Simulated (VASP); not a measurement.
Wanted: the native input for a VASP 6.6.1 run.

- Task: single point
- Functional: PBEsol
- Dispersion: D3(BJ)
- Potentials or basis: VASP PAW PBE potentials, release 64 (B, As)
- Cutoff: 500 eV
- k mesh: 10 × 10 × 10
- Occupations: tetrahedron
- Spin: no spin polarisation
- Dipole correction: no
- Further INCAR settings: ALGO = Normal; EDIFF = 1e-06; NBANDS = 11

The structure of BAs lies in POSCAR:

```
BAs
1.0
    0.0000000000      2.3820867876      2.3820867876
    2.3820867876      0.0000000000      2.3820867876
    2.3820867876      2.3820867876      0.0000000000
B As
1 1
Direct
    0.0000000000      0.0000000000      0.0000000000
    0.7500000000      0.7500000000      0.7500000000
```

The input as run:

INCAR

```
SYSTEM = BAs
ALGO = Normal
EDIFF = 1E-6
ENCUT = 500
GGA = PS
GGA_COMPAT = .False.
ISIF = 2
ISMEAR = -5
IVDW = 12
LASPH = .True.
LCHARG = .False.
LREAL = .False.
LWAVE = .False.
NBANDS = 11
NELM = 120
PREC = Accurate
SIGMA = 0.02
```

KPOINTS

```
k-points
0
Gamma
  10 10 10
  0 0 0
```

Potentials or basis: VASP PAW PBE potentials, release 64 (B, As).

The run is started by

```bash
$ cat potpaw_PBE.64/B/POTCAR potpaw_PBE.64/As/POTCAR > POTCAR
$ mpirun -np 1 vasp_std > vasp.out
```

It gave:

```yaml
Pressure: -2.1 GPa
Band_gap_on_the_k_mesh: 1.07 eV (least direct gap 3.25 eV)
Dispersion_energy_per_atom: -0.276 eV
```

Caveat: the PAW data sets were made with another functional, which shifts forces and pressure a little.

Run time: 17 s on 1 thread of Intel(R) Xeon(R) Platinum 8259CL CPU @ 2.50GHz (Skylake/Cascade Lake), on a shared host, peak memory 0.17 GiB.
